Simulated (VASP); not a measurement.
# Mg3Zn2O (P6/mmm) in VASP: notebook, part 3 of 3

VASP 6.6.1. Earlier steps stand in the parts before.

**5. Single point, PBE, collinear spin, ferromagnetic start**

INCAR reads:

```
SYSTEM = Mg3Zn2O
ALGO = Normal ; EDIFF = 1E-6
ENCUT = 520 ; GGA = PE
ISIF = 2 ; ISMEAR = 0
ISPIN = 2 ; LASPH = .TRUE.
LCHARG = .FALSE. ; LORBIT = 11
LREAL = .FALSE. ; LWAVE = .FALSE.
MAGMOM = 0 0 0 0 0 1 ; NBANDS = 31
NELM = 150 ; PREC = Accurate
SIGMA = 0.1
```

KPOINTS reads:

```
k-points
0
G
  6 6 6
  0 0 0
```

POSCAR reads:

```
Mg3Zn2O
1.0
    5.5527431900      0.0000000000      0.0000000000
   -2.7763716000      4.8088166700      0.0000000000
    0.0000000000      0.0000000000      3.1775222800
Mg Zn O
3 2 1
Direct
    0.5000000000      0.0000000000      0.5000000000
    0.5000000000      0.5000000000      0.5000000000
    0.0000000000      0.5000000000      0.5000000000
    0.3333333300      0.6666666700      0.0000000000
    0.6666666700      0.3333333300      0.0000000000
    0.0000000000      0.0000000000      0.0000000000
```

Potentials or basis: VASP PAW PBE potentials, release 64 (Mg, Zn, O).

The run is started by

```console
cat potpaw_PBE.64/Mg/POTCAR potpaw_PBE.64/Zn/POTCAR potpaw_PBE.64/O/POTCAR > POTCAR
mpirun -np 1 vasp_std > vasp.out
```

OUTCAR:

```text
SYSTEM = Mg3Zn2O
   EDIFF = 1E-6
   ENCUT = 520
   GGA = PE
   ISIF = 2
   ISMEAR = 0
   ISPIN = 2
   LASPH = .TRUE.
   LORBIT = 11
   LREAL = .FALSE.
   NELM = 150
   PREC = Accurate

 ion  position               nearest neighbor table
   1  0.500  0.000  0.500-   4 2.26   5 2.26   4 2.26   5 2.26   3 2.78   3 2.78   2 2.78   2 2.78

   2  0.500  0.500  0.500-   4 2.26   5 2.26   4 2.26   5 2.26   3 2.78   3 2.78   1 2.78   1 2.78

   3  0.000  0.500  0.500-   4 2.26   5 2.26   4 2.26   5 2.26   2 2.78   2 2.78   1 2.78   1 2.78

   4  0.333  0.667  0.000-   3 2.26   3 2.26   1 2.26   1 2.26   2 2.26   2 2.26
   5  0.667  0.333  0.000-   3 2.26   3 2.26   1 2.26   1 2.26   2 2.26   2 2.26
   6  0.000  0.000  0.000-

  LATTYP: Found a hexagonal cell.
 ALAT       =     5.5527431900
 C/A-ratio  =     0.5722436949

  Lattice vectors:

 A1 = (   5.5527431900,   0.0000000000,   0.0000000000)
 A2 = (  -2.7763716000,   4.8088166700,   0.0000000000)
 A3 = (   0.0000000000,   0.0000000000,   3.1775222800)

Analysis of symmetry for initial positions (statically):
=====================================================================
 Subroutine PRICEL returns:
 Original cell was already a primitive cell.

 Routine SETGRP: Setting up the symmetry group for a
 hexagonal supercell.

 Subroutine GETGRP returns: Found 24 space group operations
 (whereof 24 operations were pure point group operations)
 out of a pool of 24 trial point group operations.

The static configuration has the point symmetry D_6h.

Analysis of symmetry for dynamics (positions and initial velocities):
=====================================================================
 Subroutine PRICEL returns:
 Original cell was already a primitive cell.

 Routine SETGRP: Setting up the symmetry group for a
 hexagonal supercell.

 Subroutine GETGRP returns: Found 24 space group operations
 (whereof 24 operations were pure point group operations)
 out of a pool of 24 trial point group operations.

The dynamic configuration has the point symmetry D_6h.

Analysis of structural, dynamic, and magnetic symmetry:
=====================================================================
 Subroutine PRICEL returns:
 Original cell was already a primitive cell.

 Routine SETGRP: Setting up the symmetry group for a
 hexagonal supercell.

 Subroutine GETGRP returns: Found 24 space group operations
 (whereof 24 operations were pure point group operations)
 out of a pool of 24 trial point group operations.

The overall configuration has the point symmetry D_6h.

 Subroutine INISYM returns: Found 24 space group operations
 (whereof 24 operations are pure point group operations),
 and found     1 'primitive' translations

----------------------------------------------------------------------------------------

                                     Primitive cell

  volume of cell :      84.8466

  direct lattice vectors                    reciprocal lattice vectors
     5.552743190  0.000000000  0.000000000     0.180091167  0.103975684  0.000000000
    -2.776371600  4.808816670  0.000000000     0.000000000  0.207951367  0.000000000
     0.000000000  0.000000000  3.177522280     0.000000000  0.000000000  0.314710618

  length of vectors
     5.552743190  5.552743198  3.177522280     0.207951367  0.207951367  0.314710618

  position of ions in fractional coordinates (direct lattice)
     0.500000000  0.000000000  0.500000000
     0.500000000  0.500000000  0.500000000
     0.000000000  0.500000000  0.500000000
     0.333333330  0.666666670  0.000000000
[... 96 lines left out ...]
   EMIN   =  10.00;   EMAX   =-10.00  energy-range for DOS
   EFERMI =   0.00;   METHOD = LEGACY
   ISMEAR =     0;   SIGMA  =   0.10  broadening in eV -4-tet -1-fermi 0-gaus
   EFERMI_NEDOS =   21; number of points for ismear=-14 and -15
   IALGO  =     38    algorithm
   IMIX   =      4    mixing-type and parameters
     AMIX     =   0.40;   BMIX     =  1.00
     AMIX_MAG =   1.60;   BMIX_MAG =  1.00
  volume/ion in A,a.u.               =      14.14        95.43
  Fermi-wavevector in a.u.,A,eV,Ry     =   1.230167  2.324679 20.589856  1.513312
  Thomas-Fermi vector in A             =   2.365026
   LORBIT       =     11    0 simple, 1 ext, 2 COOP (PROOUT), +10 PAW based schemes
   GGA     = PE    functional components
   LHFCALC =     F    Hartree Fock is set to
   AEXX    =    0.0000 exact exchange contribution
   IVDW    =     0    specifies the selected vdW correction
   LEPSILON=     F    determine dielectric tensor
   LRPA    =     F    only Hartree local field effects (RPA)
 spin polarized calculation
 Gauss-broadening in eV      SIGMA  =   0.10
  energy-cutoff  :      520.00
  volume of cell :       84.85
 maximum number of plane-waves:      2308
 NGX is ok and might be reduce to    42
   NGX = 21   NGY = 21   NGZ = 11

 number of electron      35.9999988 magnetization       0.0258891

 number of electron      35.9999989 magnetization      -0.0045052

 Free energy of the ion-electron system (eV)
  ---------------------------------------------------
  ext. energy  EPLUGINS =         0.00000000
  ---------------------------------------------------
  free energy    TOTEN  =        -4.50088269 eV

  energy without entropy =       -4.49043823  energy(sigma->0) =       -4.49566046

 E-fermi :   3.3867     XC(G=0): -10.3218

 val. band max:        3.3319507170   @ k =   0.5000  -0.0000   0.1667
 cond. band min:       3.4824096658   @ k =   0.3333  -0.0000   0.3333
 fundamental gap:      0.1504589488
 Fermi energy:         3.3867115847

 spin component 1

 k-point     1 :       0.0000    0.0000    0.0000
  band No.  band energies     occupation
      1     -12.3680      1.00000
      2      -6.2730      1.00000
      3      -5.7957      1.00000
      4      -5.3598      1.00000
      5      -5.3598      1.00000
      6      -5.3327      1.00000
[... 781 lines left out ...]
     29      13.5364      0.00000
     30      14.3762      0.00000

 [... further k-points ...]

 spin component 2

 k-point     1 :       0.0000    0.0000    0.0000
  band No.  band energies     occupation
      1     -12.3751      1.00000
      2      -6.2731      1.00000
      3      -5.7957      1.00000
      4      -5.3598      1.00000
      5      -5.3598      1.00000
      6      -5.3327      1.00000
[... 781 lines left out ...]
     29      13.5359      0.00000
     30      14.3764      0.00000

 [... further k-points ...]

 [bands above 30 left out]

------------------------ aborting loop because EDIFF is reached ----------------------------------------

  FORCE on cell =-STRESS in cart. coord.  units (eV):
  Direction    XX          YY          ZZ          XY          YZ          ZX
  --------------------------------------------------------------------------------------
  -------------------------------------------------------------------------------------
  Total       16.4595231     16.4595231     32.8462855     -0.0000000      0.0000000     -0.0000000
  in kB      310.8088786    310.8088795    620.2438015     -0.0000003      0.0000000     -0.0000000
  external PRESSURE =     413.9538532 kB  Pullay stress =       0.0000000 kB

 VOLUME and BASIS-vectors are now :
 -----------------------------------------------------------------------------
  energy-cutoff  :      520.00
  volume of cell :       84.85
      direct lattice vectors                 reciprocal lattice vectors
     5.552743190  0.000000000  0.000000000     0.180091167  0.103975684  0.000000000
    -2.776371600  4.808816670  0.000000000     0.000000000  0.207951367  0.000000000
     0.000000000  0.000000000  3.177522280     0.000000000  0.000000000  0.314710618

 POSITION                                       TOTAL-FORCE (eV/Angst)
 -----------------------------------------------------------------------------------
      2.77637      0.00000      1.58876        -0.000000      0.000000      0.000000
      1.38819      2.40441      1.58876         0.000000      0.000000      0.000000
     -1.38819      2.40441      1.58876         0.000000      0.000000      0.000000
     -0.00000      3.20588      0.00000         0.000000      0.000000      0.000000
      2.77637      1.60294      0.00000        -0.000000     -0.000000      0.000000
      0.00000      0.00000      0.00000         0.000000      0.000000      0.000000
 -----------------------------------------------------------------------------------
    total drift:                                0.000000     -0.000000      0.000000

  FREE ENERGIE OF THE ION-ELECTRON SYSTEM (eV)
  ---------------------------------------------------
  free  energy   TOTEN  =        -4.5008826911 eV

  energy  without entropy=       -4.4904382320  energy(sigma->0) =       -4.49566046

 total charge

# of ion       s       p       d       tot
------------------------------------------
    1        0.274   0.235   0.051   0.560
    2        0.274   0.235   0.051   0.560
    3        0.274   0.235   0.051   0.560
    4        0.875   0.672   9.700  11.247
    5        0.875   0.672   9.700  11.247
    6        1.601   3.122   0.000   4.723
--------------------------------------------------
tot          4.174   5.171  19.553  28.898

 magnetization (x)

# of ion       s       p       d       tot
------------------------------------------
    1       -0.000   0.000   0.000  -0.000
    2       -0.000   0.000   0.000  -0.000
    3       -0.000   0.000   0.000  -0.000
    4        0.000  -0.000  -0.000  -0.000
    5        0.000  -0.000  -0.000  -0.000
    6       -0.000  -0.004   0.000  -0.004
--------------------------------------------------
tot         -0.000  -0.004   0.000  -0.004
```

Run time: 3 min. Hardware: 1 thread of Intel Xeon 6975P-C (Granite Rapids), shared host; peak memory 0.29 GiB.

Results:

```
Free energy                                           : -4.5009 eV
Pressure                                              : 41.4 GPa
Band gap on the k mesh                                : zero (filled and empty bands overlap)
Net moment                                            : 0.00 μB per cell
Valence electrons inside the program's atomic spheres : Mg 0.56; Zn 11.25; O 4.72
```

Stress tensor (GPa, compression positive):
```
31.08  0.00  0.00
 0.00 31.08  0.00
 0.00  0.00 62.02
```

Caveat: the cell stands under pressure.

**6. Single point, PBE, collinear spin, ferromagnetic start**

This run uses another cell than the first one, of 20.59 Å³/atom.

INCAR reads:

```
ALGO = Normal
EDIFF = 1E-6
ENCUT = 520
GGA = PE
ISIF = 2
ISMEAR = 0
ISPIN = 2
LASPH = True
LCHARG = True
LELF = True
LORBIT = 11
LREAL = False
LVHAR = True
LWAVE = False
MAGMOM = 0 0 0 0 0 1
NBANDS = 31
NELM = 150
PREC = Accurate
SIGMA = 0.1
```

KPOINTS reads:

```
k-points
0
Gamma
  6 6 4
```

POSCAR reads:

```
Mg3Zn2O
1.0
    5.7263457115      0.0000000000      0.0000000000
   -2.8631728558      4.9591608570      0.0000000000
    0.0000000000      0.0000000000      4.3509514800
Mg Zn O
3 2 1
Direct
    0.5000000000      0.0000000000      0.5000000000
    0.5000000000      0.5000000000      0.5000000000
    0.0000000000      0.5000000000      0.5000000000
    0.3333333333      0.6666666667      0.0000000000
    0.6666666667      0.3333333333      0.0000000000
    0.0000000000      0.0000000000      0.0000000000
```

Potentials or basis: VASP PAW PBE potentials, release 64 (Mg, Zn, O).

The run is started by

```console
cat potpaw_PBE.64/Mg/POTCAR potpaw_PBE.64/Zn/POTCAR potpaw_PBE.64/O/POTCAR > POTCAR
mpirun -np 1 vasp_std > vasp.out
```

Wall time 3.6 min (1 thread of Intel Xeon 6975P-C (Granite Rapids), shared host); peak memory 0.38 GiB.

It converged, with:

```yaml
Free_energy: -9.5452 eV
Pressure: -0.2 GPa
Band_gap_on_the_k_mesh: zero (filled and empty bands overlap)
Net_moment: -0.01 μB per cell
Valence_electrons_inside_the_program's_atomic_spheres: Mg 0.37; Zn 10.75; O 4.69
```

Stress tensor (GPa, compression positive):
```
-0.05  0.00  0.00
 0.00 -0.05  0.00
 0.00  0.00 -0.43
```

Levels at points of the mesh, in eV from the Fermi level:
Spin up:
```
           k point  band 14  band 15  band 16  band 17  band 18  band 19  band 20  band 21  band 22  band 23
(0.00, 0.00, 0.00)    -1.55    -1.55    -1.14    -0.96    -0.96     0.48     1.36     2.06     2.06     3.04
(0.50, 0.00, 0.00)    -2.53    -0.83    -0.73    -0.52     0.18     0.69     1.67     2.51     2.96     3.37
(0.00, 0.00, 0.50)    -1.72    -1.40    -1.22    -1.22    -0.92     0.52     0.52     2.08     2.08     2.18
(0.50, 0.00, 0.50)    -3.50    -3.43    -1.70    -1.43    -0.46     0.79     1.12     1.77     2.02     4.87
```
Spin down:
| k point | band 15 | band 16 | band 17 | band 18 | band 19 | band 20 | band 21 | band 22 |
| --- | --- | --- | --- | --- | --- | --- | --- | --- |
| (0.00, 0.00, 0.00) | -1.57 | -1.15 | -0.96 | -0.96 | 0.48 | 1.37 | 2.05 | 2.05 |
| (0.50, 0.00, 0.00) | -0.84 | -0.74 | -0.52 | 0.17 | 0.69 | 1.67 | 2.51 | 2.96 |
| (0.00, 0.00, 0.50) | -1.40 | -1.24 | -1.24 | -0.93 | 0.52 | 0.52 | 2.08 | 2.08 |
| (0.50, 0.00, 0.50) | -3.43 | -1.71 | -1.44 | -0.48 | 0.79 | 1.12 | 1.76 | 2.02 |

Caveat: the k points lie up to 0.36 Å⁻¹ apart, too coarse for converged energies and pressures of a metal.

**7. The runs side by side**

```csv
task,spin,cell,k mesh,cutoff (eV),gap on the mesh (eV),pressure (GPa),moment (μB)
single point,off,"a = 5.553, b = 5.553, c = 3.178 Å, angles 90.0, 90.0, 120.0°, 6 atoms",6 × 6 × 6,520,none,41.4,-
single point,off,"a = 5.726, b = 5.726, c = 4.351 Å, angles 90.0, 90.0, 120.0°, 6 atoms",6 × 6 × 6,520,none,-0.1,-
relaxation of cell and atoms,off,"relaxed from a = 5.553, b = 5.553, c = 3.178 Å, angles 90.0, 90.0, 120.0°, 6 atoms",6 × 6 × 6,600,none,-0.2,-
single point,"collinear, ferromagnetic start","a = 5.553, b = 5.553, c = 3.178 Å, angles 90.0, 90.0, 120.0°, 6 atoms",6 × 6 × 6,520,none,41.4,0.00
single point,"collinear, ferromagnetic start","a = 5.726, b = 5.726, c = 4.351 Å, angles 90.0, 90.0, 120.0°, 6 atoms",6 × 6 × 4,520,none,-0.2,0.01
```

Alike in all rows: level PBE; potentials or basis VASP PAW PBE potentials, release 64 (Mg, Zn, O); smearing gaussian 0.1 eV.

Caveats: some runs use coarse meshes; the cell stands under pressure (at least some runs); the volume moved by over 15 % at a fixed basis, so the end points are rough (at least some runs).

Total energies depend on the potentials used, so only differences within one code and one set of settings carry meaning.
